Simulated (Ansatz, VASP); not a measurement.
## Two plane-wave programs on PbSe

```xyz
4
Lattice="4.2672 0.0000 0.0000 -2.1336 3.6955 0.0000 0.0000 0.0000 7.9277" Properties=species:S:1:pos:R:3 pbc="T T T"
Pb    2.1336    1.2318    1.8064
Pb    0.0000    2.4637    5.7702
Se    0.0000    0.0000    4.1382
Se    0.0000    0.0000    0.1743
```

Alike in both runs: functional PBE; k mesh 6 × 6 × 4; occupations gaussian, width 0.02 eV; no spin polarisation.

Ansatz relaxed the structure, and its values are those at the end. VASP's run is a single point on that final structure, the one shown.

|  | VASP | Ansatz |
| --- | --- | --- |
| version | VASP 6.6.1 | Ansatz 0.2.0 |
| potentials or method | VASP PAW PBE potentials, release 64 (Pb_d, Se), cutoff 520 eV | scalar-relativistic, plane waves, PAW |
| valence electrons in the cell | 40 | 60 |

```csv
,VASP,Ansatz,Ansatz less VASP
gap on the k mesh at the Fermi level (eV),0.72,0.72,-0.008
least direct gap on the mesh (eV),0.73,0.73,-0.003
pressure (GPa),0.0,0.0,0.00
```

VASP's potentials hold 40 valence electrons a cell and Ansatz's 60, so a difference there can come from the potentials and not from the codes.

Spin-orbit coupling is off throughout.
